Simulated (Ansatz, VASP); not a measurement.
# LiF: VASP beside Ansatz

```
Li F
1.0
     2.96807    0.00000    0.00000
    -1.48404    2.57042    0.00000
     0.00000    0.00000    4.85576
Li F
2 2
Cartesian
  0.0000 1.7136 1.8191
  1.4840 0.8568 4.2469
  0.0000 1.7136 4.8122
  1.4840 0.8568 2.3843
```

Alike in both runs: task single point; functional LDA; k mesh 9 × 9 × 6; occupations gaussian, width 0.05 eV; no spin polarisation.

```csv
,VASP,Ansatz
version,VASP 6.6.1,Ansatz 0.2.0
potentials or method,"VASP PAW LDA potentials, release 64 (Li_sv, F), cutoff 520 eV","scalar-relativistic, plane waves, PAW"
valence electrons in the cell,20,20
```

|  | VASP | Ansatz | Ansatz less VASP |
| --- | --- | --- | --- |
| gap on the k mesh at the Fermi level (eV) | 7.94 | 7.96 | +0.015 |
| least direct gap on the mesh (eV) | 7.94 | 7.96 | +0.015 |
| rms of the force components (eV/Å) | 0.066 | 0.065 | -0.0009 |

LDA's correlation is that of Perdew and Zunger in VASP and of Perdew and Wang (1992) in Ansatz. Atom by atom the forces differ by 0.001 eV/Å (rms over components).

Noted on VASP's run: the cutoff is under 1.25 times that of the potentials, so the pressure is a little rough.
